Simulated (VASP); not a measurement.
Write the native input for VASP 6.6.1 that does the following.

| Property | Result |
| --- | --- |
| Task | single point |
| Functional | PBEsol |
| Potentials or basis | VASP PAW PBE potentials, release 64 (Ge_d) |
| Cutoff | 520 eV |
| k mesh | 10 × 10 × 6 |
| Occupations | fermi-dirac, width 0.05 eV |
| Spin | no spin polarisation |
| Dipole correction | no |
| Further INCAR settings | ALGO = Normal; EDIFF = 1e-07; NBANDS = 21 |

The structure of Ge lies in POSCAR:

```
Ge
1.0
    1.4249105831     -2.4681483352      0.0000000000
    1.4249105831      2.4681483352      0.0000000000
    0.0000000000      0.0000000000      5.2191770649
Ge
2
Direct
    0.4998367413      0.5001632587      0.2500000000
    0.5001632587      0.4998367413      0.7500000000
```

The input as run:

INCAR

```
SYSTEM = Ge
ALGO = Normal
EDIFF = 1E-7
ENCUT = 520
GGA = PS
ISIF = 2
ISMEAR = -1
LASPH = .TRUE.
LCHARG = .TRUE.
LELF = .TRUE.
LREAL = .FALSE.
LVHAR = .TRUE.
LWAVE = .FALSE.
NBANDS = 21
NELM = 80
PREC = Accurate
SIGMA = 0.05
```

KPOINTS

```
k-points
0
G
  10 10 6
  0 0 0
```

Potentials or basis: VASP PAW PBE potentials, release 64 (Ge_d).

Run with:

```console
$ cat potpaw_PBE.64/Ge_d/POTCAR > POTCAR
$ mpirun -np 1 vasp_std > vasp.out
```

It gave:

```json
{
  "Pressure": "-0.1 GPa",
  "Band gap on the k mesh": "zero (band 14 reaches 14.28 eV, above the bottom of band 15 at 4.70 eV)"
}
```

Caveat: the PAW data sets were made with another functional, which shifts forces and pressure a little.

Run time: 42 s on 1 thread of Intel(R) Xeon(R) Platinum 8488C (Sapphire Rapids), with other jobs on the host, peak memory 0.21 GiB.
